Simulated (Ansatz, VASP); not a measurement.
In in VASP and in Ansatz

```
In
1.0
     1.66964    0.96397    8.20746
    -1.66964    0.96397    8.20746
     0.00000   -1.92793    8.20746
In
3
Direct
  0.00000 0.00000 0.00000
  0.77801 0.77801 0.77801
  0.23696 0.20701 0.22199
```

Alike in both runs: task single point; functional PBE; k mesh 6 × 6 × 6; occupations gaussian, width 0.1 eV; no spin polarisation.

```csv
,VASP,Ansatz
version,VASP 6.6.1,Ansatz 0.2.0
potentials or method,"VASP PAW PBE potentials, release 64 (In_d), cutoff 500 eV","scalar-relativistic, plane waves, PAW"
valence electrons in the cell,39,39
```

|  | VASP | Ansatz | Ansatz less VASP |
| --- | --- | --- | --- |
| gap on the k mesh at the Fermi level (eV) | none | none | - |
| pressure (GPa) | 1.4 | 1.4 | +0.03 |
| traceless stress, the component that is largest in VASP (GPa) | -0.93 | -0.93 | -0.001 |
| rms of the force components (eV/Å) | 0.007 | 0.007 | +0.0002 |

Atom by atom the forces differ by 0.000 eV/Å (rms over components). A gap of «none» marks a metal or a gap that the smearing closes. With one functional, cell and mesh, what is left measures potentials, basis and numerics.

The k mesh is coarse, so the values compare programs but aren't converged.
